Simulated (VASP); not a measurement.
# MgS (Niningerite) in VASP: a series of runs

The runs below take MgS (Niningerite) through single point, with PBEsol.

Program: VASP 6.6.1. These are calculated values, not measurements. Logs are shortened: lines on timing, memory, paths and dates and some standing lists are left out, and cuts for length are marked.

### Step 1. The cell of the first run

It takes space group Fm-3m (No. 225, cubic). The conventional cell has a = 5.203 Å, b = 5.203 Å, c = 5.203 Å, α = 90.00°, β = 90.00°, γ = 90.00°. Mg (site symmetry m-3m) has 6 S at 2.60 Å within 3.4 Å. S (site symmetry m-3m) has 6 Mg at 2.60 Å within 3.4 Å.

### Step 2. Single point, PBEsol

File INCAR:

```
PREC = Accurate
ENCUT = 600
EDIFF = 1E-6
ISMEAR = 0
SIGMA = 0.02
LREAL = F
LASPH = T
NELM = 120
ALGO = Normal
ISIF = 2
LWAVE = F
LCHARG = F
GGA = PS
NBANDS = 11
GGA_COMPAT = F
```

File KPOINTS:

```
Automatic mesh
0
Gamma
  4 4 4
```

File POSCAR:

```
MgS
1.0
    0.0000000000      2.6016500000      2.6016500000
    2.6016500000      0.0000000000      2.6016500000
    2.6016500000      2.6016500000      0.0000000000
Mg S
1 1
Direct
    0.0000000000      0.0000000000      0.0000000000
    0.5000000000      0.5000000000      0.5000000000
```

Potentials or basis: VASP PAW PBE potentials, release 64 (Mg, S).

Started as:

```bash
$ cat potpaw_PBE.64/Mg/POTCAR potpaw_PBE.64/S/POTCAR > POTCAR
$ mpirun -np 1 vasp_std > vasp.out
```

OUTCAR:

```text
PREC = Accurate
   ENCUT = 600
   EDIFF = 1E-6
   ISMEAR = 0
   LREAL = F
   LASPH = T
   NELM = 120
   ISIF = 2
   GGA = PS

 ion  position               nearest neighbor table
   1  0.000  0.000  0.000-   2 2.60   2 2.60   2 2.60   2 2.60   2 2.60   2 2.60
   2  0.500  0.500  0.500-   1 2.60   1 2.60   1 2.60   1 2.60   1 2.60   1 2.60

  LATTYP: Found a face centered cubic cell.
 ALAT       =     5.2033000000

  Lattice vectors:

 A1 = (   0.0000000000,   2.6016500000,   2.6016500000)
 A2 = (   2.6016500000,   0.0000000000,   2.6016500000)
 A3 = (   2.6016500000,   2.6016500000,   0.0000000000)

Analysis of symmetry for initial positions (statically):
=====================================================================
 Subroutine PRICEL returns:
 Original cell was already a primitive cell.

 Routine SETGRP: Setting up the symmetry group for a
 face centered cubic supercell.

 Subroutine GETGRP returns: Found 48 space group operations
 (whereof 48 operations were pure point group operations)
 out of a pool of 48 trial point group operations.

The static configuration has the point symmetry O_h .

Analysis of symmetry for dynamics (positions and initial velocities):
=====================================================================
 Subroutine PRICEL returns:
 Original cell was already a primitive cell.

 Routine SETGRP: Setting up the symmetry group for a
 face centered cubic supercell.

 Subroutine GETGRP returns: Found 48 space group operations
 (whereof 48 operations were pure point group operations)
 out of a pool of 48 trial point group operations.

The dynamic configuration has the point symmetry O_h .

 Subroutine INISYM returns: Found 48 space group operations
 (whereof 48 operations are pure point group operations),
 and found     1 'primitive' translations

----------------------------------------------------------------------------------------

                                     Primitive cell

  volume of cell :      35.2190

  direct lattice vectors                    reciprocal lattice vectors
     0.000000000  2.601650000  2.601650000    -0.192185728  0.192185728  0.192185728
     2.601650000  0.000000000  2.601650000     0.192185728 -0.192185728  0.192185728
     2.601650000  2.601650000  0.000000000     0.192185728  0.192185728 -0.192185728

  length of vectors
     3.679288715  3.679288715  3.679288715     0.332875446  0.332875446  0.332875446

  position of ions in fractional coordinates (direct lattice)
     0.000000000  0.000000000  0.000000000
     0.500000000  0.500000000  0.500000000

  ion indices of the primitive-cell ions
   primitive index   ion index
                 1           1
                 2           2

----------------------------------------------------------------------------------------

 KPOINTS: Automatic mesh

Automatic generation of k-mesh.
 Grid dimensions read from file:
 generate k-points for:    4    4    4

 Generating k-lattice:

  Cartesian coordinates                     Fractional coordinates (reciprocal lattice)
    -0.048046432  0.048046432  0.048046432     0.250000000  0.000000000  0.000000000
     0.048046432 -0.048046432  0.048046432     0.000000000  0.250000000  0.000000000
     0.048046432  0.048046432 -0.048046432     0.000000000  0.000000000  0.250000000

  Length of vectors
     0.083218861  0.083218861  0.083218861

  Shift w.r.t. Gamma in fractional coordinates (k-lattice)
     0.000000000  0.000000000  0.000000000

 Subroutine IBZKPT returns following result:
 ===========================================

 Found      8 irreducible k-points:

 Following reciprocal coordinates:
            Coordinates               Weight
  0.000000  0.000000  0.000000      1.000000
  0.250000  0.000000  0.000000      8.000000
  0.500000  0.000000  0.000000      4.000000
  0.250000  0.250000  0.000000      6.000000
  0.500000  0.250000  0.000000     24.000000
 -0.250000  0.250000  0.000000     12.000000
  0.500000  0.500000  0.000000      3.000000
 -0.250000  0.500000  0.250000      6.000000
   k-points           NKPTS =      8   k-points in BZ     NKDIM =      8   number of bands    NBANDS=     11
   number of dos      NEDOS =    301   number of ions     NIONS =      2
   total plane-waves  NPLWV =  27000
   dimension x,y,z NGX =    30 NGY =   30 NGZ =   30
   dimension x,y,z NGXF=    60 NGYF=   60 NGZF=   60
   ions per type =               1   1
   NGX,Y,Z   is equivalent  to a cutoff of  13.56, 13.56, 13.56 a.u.
   NGXF,Y,Z  is equivalent  to a cutoff of  27.11, 27.11, 27.11 a.u.
 SYSTEM =  unknown system
   PREC   = accura    normal or accurate (medium, high low for compatibility)
   ISTART =      0    job   : 0-new  1-cont  2-samecut
   ICHARG =      2    charge: 1-file 2-atom 10-const
   ISPIN  =      1    spin polarized calculation?
   LNONCOLLINEAR =      F non collinear calculations
   LSORBIT =      F    spin-orbit coupling
   LASPH  =      T    aspherical Exc in radial PAW
   ENCUT  =  600.0 eV  44.10 Ry    6.64 a.u.   7.35  7.35  7.35*2*pi/ulx,y,z
   NELM   =    120;   NELMIN=  2; NELMDL= -5     # of ELM steps
   EDIFF  = 0.1E-05   stopping-criterion for ELM
   LREAL  =      F    real-space projection
   EDIFFG = 0.1E-04   stopping-criterion for IOM
   NSW    =      0    number of steps for IOM
   IBRION =     -1    ionic relax: 0-MD 1-quasi-New 2-CG
   NFREE  =      0    steps in history (QN), initial steepest desc. (CG)
   ISIF   =      2    stress and relaxation
   ISYM   =      2    0-nonsym 1-usesym 2-fastsym
   POTIM  = 0.5000    time-step for ionic-motion
   TEBEG  =    0.0;   TEEND  =   0.0 temperature during run
   PSTRESS=    0.0 pullay stress
   NELECT =       8.0000    total number of electrons
   NUPDOWN=      -1.0000    fix difference up-down
   EMIN   =  10.00;   EMAX   =-10.00  energy-range for DOS
   EFERMI =   0.00;   METHOD = LEGACY
   ISMEAR =     0;   SIGMA  =   0.02  broadening in eV -4-tet -1-fermi 0-gaus
   EFERMI_NEDOS =   21; number of points for ismear=-14 and -15
   IALGO  =     38    algorithm
   IMIX   =      4    mixing-type and parameters
     AMIX     =   0.40;   BMIX     =  1.00
     AMIX_MAG =   1.60;   BMIX_MAG =  1.00
  volume/ion in A,a.u.               =      17.61       118.83
  Fermi-wavevector in a.u.,A,eV,Ry     =   0.998878  1.887606 13.575323  0.997758
  Thomas-Fermi vector in A             =   2.131131
   LORBIT       =      0    0 simple, 1 ext, 2 COOP (PROOUT), +10 PAW based schemes
   GGA     = PS    functional components
   LHFCALC =     F    Hartree Fock is set to
   AEXX    =    0.0000 exact exchange contribution
   IVDW    =     0    specifies the selected vdW correction
   LEPSILON=     F    determine dielectric tensor
   LRPA    =     F    only Hartree local field effects (RPA)
 non-spin polarized calculation
 Gauss-broadening in eV      SIGMA  =   0.02
  energy-cutoff  :      600.00
  volume of cell :       35.22
 maximum number of plane-waves:      1211
 NGX is ok and might be reduce to    30
   NGX = 15   NGY = 15   NGZ = 15

 number of electron       7.9999999 magnetization

 Free energy of the ion-electron system (eV)
  ---------------------------------------------------
  ext. energy  EPLUGINS =         0.00000000
  ---------------------------------------------------
  free energy    TOTEN  =        -9.02241205 eV

  energy without entropy =       -9.02241205  energy(sigma->0) =       -9.02241205

 E-fermi :   3.8456     XC(G=0):  -9.8294

 val. band max:        3.7057403321   @ k =   0.0000   0.0000   0.0000
 cond. band min:       6.3823278653   @ k =   0.5000   0.5000   0.0000
 fundamental gap:      2.6765875331
 Fermi energy:         3.8456415969

 k-point     1 :       0.0000    0.0000    0.0000
  band No.  band energies     occupation
      1      -8.9794      2.00000
      2       3.7057      2.00000
      3       3.7057      2.00000
      4       3.7057      2.00000
      5       7.2844      0.00000
      6      11.5380      0.00000
      7      11.5380      0.00000
      8      11.5380      0.00000
      9      13.9976      0.00000
     10      13.9976      0.00000
     11      15.9775      0.00000

 k-point     2 :       0.2500    0.0000    0.0000
  band No.  band energies     occupation
      1      -8.4110      2.00000
      2       0.8472      2.00000
      3       3.3775      2.00000
      4       3.3775      2.00000
      5       8.5178      0.00000
      6      11.4215      0.00000
      7      11.4215      0.00000
      8      11.9057      0.00000
      9      13.9011      0.00000
     10      13.9011      0.00000
     11      15.4358      0.00000

 k-point     3 :       0.5000    0.0000    0.0000
  band No.  band energies     occupation
      1      -7.6483      2.00000
      2      -1.2037      2.00000
      3       3.1049      2.00000
      4       3.1049      2.00000
      5       8.0874      0.00000
      6      10.5072      0.00000
      7      10.5072      0.00000
      8      13.7525      0.00000
      9      15.6627      0.00000
     10      18.0844      0.00000
     11      18.0844      0.00000

 k-point     4 :       0.2500    0.2500    0.0000
  band No.  band energies     occupation
      1      -8.2322      2.00000
      2       1.1075      2.00000
      3       2.7150      2.00000
      4       2.7150      2.00000
      5       8.6172      0.00000
      6       9.1672      0.00000
      7      11.8053      0.00000
      8      13.8010      0.00000
      9      13.8010      0.00000
     10      15.0009      0.00000
     11      18.9271      0.00000

 k-point     5 :       0.5000    0.2500    0.0000
  band No.  band energies     occupation
      1      -7.4802      2.00000
      2      -0.4071      2.00000
      3       1.4497      2.00000
      4       2.4778      2.00000
      5       7.9964      0.00000
      6      10.3387      0.00000
      7      12.3873      0.00000
      8      12.5971      0.00000
      9      16.2359      0.00000
     10      18.2603      0.00000
     11      19.1290      0.00000

 k-point     6 :      -0.2500    0.2500    0.0000
  band No.  band energies     occupation
      1      -7.7252      2.00000
      2      -0.0539      2.00000
      3       1.3202      2.00000
      4       3.0634      2.00000
      5       9.2581      0.00000
      6      11.2069      0.00000
      7      11.4724      0.00000
      8      11.5768      0.00000
      9      14.1341      0.00000
     10      17.7524      0.00000
     11      18.7819      0.00000

 k-point     7 :       0.5000    0.5000    0.0000
  band No.  band energies     occupation
      1      -7.2682      2.00000
      2      -0.5680      2.00000
      3       1.9912      2.00000
      4       1.9912      2.00000
      5       6.3823      0.00000
      6       7.9257      0.00000
      7      15.5716      0.00000
      8      16.5097      0.00000
      9      16.9484      0.00000
     10      16.9484      0.00000
     11      19.5471      0.00000

 k-point     8 :      -0.2500    0.5000    0.2500
  band No.  band energies     occupation
      1      -7.2220      2.00000
      2       0.4096      2.00000
      3       0.4096      2.00000
      4       1.3003      2.00000
      5       8.8979      0.00000
      6      11.5349      0.00000
      7      11.5349      0.00000
      8      11.6608      0.00000
      9      17.9096      0.00000
     10      17.9096      0.00000
     11      19.3340      0.00000

------------------------ aborting loop because EDIFF is reached ----------------------------------------

  FORCE on cell =-STRESS in cart. coord.  units (eV):
  Direction    XX          YY          ZZ          XY          YZ          ZX
  --------------------------------------------------------------------------------------
  -------------------------------------------------------------------------------------
  Total       -0.1615085     -0.1615085     -0.1615085      0.0000000      0.0000000      0.0000000
  in kB       -7.3473265     -7.3473265     -7.3473265      0.0000000      0.0000000      0.0000000
  external PRESSURE =      -7.3473265 kB  Pullay stress =       0.0000000 kB

 VOLUME and BASIS-vectors are now :
 -----------------------------------------------------------------------------
  energy-cutoff  :      600.00
  volume of cell :       35.22
      direct lattice vectors                 reciprocal lattice vectors
     0.000000000  2.601650000  2.601650000    -0.192185728  0.192185728  0.192185728
     2.601650000  0.000000000  2.601650000     0.192185728 -0.192185728  0.192185728
     2.601650000  2.601650000  0.000000000     0.192185728  0.192185728 -0.192185728

 POSITION                                       TOTAL-FORCE (eV/Angst)
 -----------------------------------------------------------------------------------
      0.00000      0.00000      0.00000        -0.000000      0.000000     -0.000000
      2.60165      2.60165      2.60165         0.000000     -0.000000      0.000000
 -----------------------------------------------------------------------------------
    total drift:                               -0.000000     -0.000000      0.000000

  FREE ENERGIE OF THE ION-ELECTRON SYSTEM (eV)
  ---------------------------------------------------
  free  energy   TOTEN  =        -9.0224120486 eV

  energy  without entropy=       -9.0224120486  energy(sigma->0) =       -9.02241205
```

Wall time 3.4 s (1 thread of AMD EPYC 9R45 (Zen 5), shared host); peak memory 0.13 GiB.

What came out:

```
Free energy            : -9.0224 eV
Pressure               : -0.7 GPa
Band gap on the k mesh : 2.68 eV, indirect (least direct gap 3.58 eV)
```

Levels at points of the mesh, in eV from the valence-band top:
| k point | band 2 | band 3 | band 4 | band 5 | band 6 | band 7 |
| --- | --- | --- | --- | --- | --- | --- |
| (0.00, 0.00, 0.00) | 0.00 | 0.00 | 0.00 | 3.58 | 7.83 | 7.83 |
| (0.50, 0.00, 0.00) | -4.91 | -0.60 | -0.60 | 4.38 | 6.80 | 6.80 |
| (0.50, 0.50, 0.00) | -4.27 | -1.71 | -1.71 | 2.68 | 4.22 | 11.87 |

Caveat: the k points lie up to 0.52 Å⁻¹ apart; the PAW data sets were made with another functional, which shifts forces and pressure a little. As with any semilocal functional, this PBEsol gap is likely too small.

### Step 3. Single point, PBEsol

File INCAR:

```
PREC     = Accurate       # precision mode
ENCUT    = 600            # plane-wave cutoff, eV
EDIFF    = 1E-6           # SCF threshold, eV
ISMEAR   = 0              # smearing method
SIGMA    = 0.02           # smearing width, eV
LREAL    = F              # projectors in reciprocal space
LASPH    = T              # aspherical terms in the spheres
NELM     = 120            # most SCF steps
ALGO     = Normal         # electronic algorithm
ISIF     = 2              # what is computed and relaxed
LWAVE    = F              # write WAVECAR
LCHARG   = F              # write CHGCAR
GGA      = PS             # functional
NBANDS   = 11             # bands
GGA_COMPAT= F
```

File KPOINTS:

```
regular mesh
0
Gamma
  4 4 4
```

File POSCAR:

```
MgS
1.0
    0.0000000000      2.6016500000      2.6016500000
    2.6016500000      0.0000000000      2.6016500000
    2.6016500000      2.6016500000      0.0000000000
Mg S
1 1
Direct
    0.0009797777     -0.0004545466     -0.0002963583
    0.4992572209      0.5003445962      0.5002246721
```

Potentials or basis: VASP PAW PBE potentials, release 64 (Mg, S).

Started as:

```bash
$ cat potpaw_PBE.64/Mg/POTCAR potpaw_PBE.64/S/POTCAR > POTCAR
$ mpirun -np 1 vasp_std > vasp.out
```

Wall time 8.8 s (1 thread of AMD EPYC 9R45 (Zen 5), shared host); peak memory 0.14 GiB.

It converged, with:

- Free energy: -9.0224 eV
- Pressure: -0.7 GPa
- Largest force: 0.014 eV/Å
- Band gap on the k mesh: 2.68 eV, indirect (least direct gap 3.58 eV)

Forces on the atoms (eV/Å):
```
Mg   0.009 -0.009 -0.007
S   -0.009  0.009  0.007
```

Levels at points of the mesh, in eV from the valence-band top:
| k point | band 2 | band 3 | band 4 | band 5 | band 6 | band 7 |
| --- | --- | --- | --- | --- | --- | --- |
| (0.00, 0.00, 0.00) | 0.00 | 0.00 | 0.00 | 3.58 | 7.83 | 7.83 |
| (0.50, 0.00, 0.00) | -4.91 | -0.60 | -0.60 | 4.38 | 6.80 | 6.80 |
| (0.00, 0.50, 0.00) | -4.91 | -0.60 | -0.60 | 4.38 | 6.80 | 6.80 |
| (0.00, 0.00, 0.50) | -4.91 | -0.60 | -0.60 | 4.38 | 6.80 | 6.80 |
| (0.50, 0.50, 0.50) | -4.91 | -0.60 | -0.60 | 4.38 | 6.80 | 6.80 |
| (0.50, 0.50, 0.00) | -4.27 | -1.71 | -1.71 | 2.68 | 4.22 | 11.87 |
| (0.00, 0.50, 0.50) | -4.27 | -1.71 | -1.71 | 2.68 | 4.22 | 11.87 |
| (0.50, 0.00, 0.50) | -4.27 | -1.71 | -1.71 | 2.68 | 4.22 | 11.87 |

Caveat: the k points lie up to 0.52 Å⁻¹ apart; the PAW data sets were made with another functional, which shifts forces and pressure a little. A k mesh can miss the band edges.

### Step 4. Single point, PBEsol

INCAR is that of step 3.

KPOINTS is that of step 3.

File POSCAR:

```
MgS
1.0
    0.0000000000      2.6016500000      2.6016500000
    2.6016500000      0.0000000000      2.6016500000
    2.6016500000      2.6016500000      0.0000000000
Mg S
1 1
Direct
    0.0019590882     -0.0009088764     -0.0005925753
    0.4985147960      0.5006890281      0.5004492372
```

Started as:

```bash
$ cat potpaw_PBE.64/Mg/POTCAR potpaw_PBE.64/S/POTCAR > POTCAR
$ mpirun -np 1 vasp_std > vasp.out
```

Wall time 9.3 s (1 thread of AMD EPYC 9R45 (Zen 5), shared host); peak memory 0.14 GiB.

Results (log left out):

| Item | Value |
| --- | --- |
| Free energy | -9.0223 eV |
| Pressure | -0.7 GPa |
| Largest force | 0.029 eV/Å |
| Band gap on the k mesh | 2.68 eV, indirect (least direct gap 3.58 eV) |

Forces in eV/Å, atoms in the order of the input:
```
Mg   0.019 -0.017 -0.013
S   -0.019  0.017  0.013
```

Levels at points of the mesh, in eV from the valence-band top:
| k point | band 2 | band 3 | band 4 | band 5 | band 6 | band 7 |
| --- | --- | --- | --- | --- | --- | --- |
| (0.00, 0.00, 0.00) | 0.00 | 0.00 | 0.00 | 3.58 | 7.83 | 7.83 |
| (0.50, 0.00, 0.00) | -4.91 | -0.60 | -0.60 | 4.38 | 6.80 | 6.80 |
| (0.00, 0.50, 0.00) | -4.91 | -0.60 | -0.60 | 4.38 | 6.80 | 6.80 |
| (0.00, 0.00, 0.50) | -4.91 | -0.60 | -0.60 | 4.38 | 6.80 | 6.80 |
| (0.50, 0.50, 0.50) | -4.91 | -0.60 | -0.60 | 4.38 | 6.80 | 6.80 |
| (0.50, 0.50, 0.00) | -4.27 | -1.71 | -1.71 | 2.68 | 4.22 | 11.87 |
| (0.00, 0.50, 0.50) | -4.27 | -1.71 | -1.71 | 2.68 | 4.22 | 11.87 |
| (0.50, 0.00, 0.50) | -4.27 | -1.71 | -1.71 | 2.68 | 4.22 | 11.87 |

Caveat: the k points lie up to 0.52 Å⁻¹ apart; the PAW data sets were made with another functional, which shifts forces and pressure a little. A k mesh can miss the band edges.
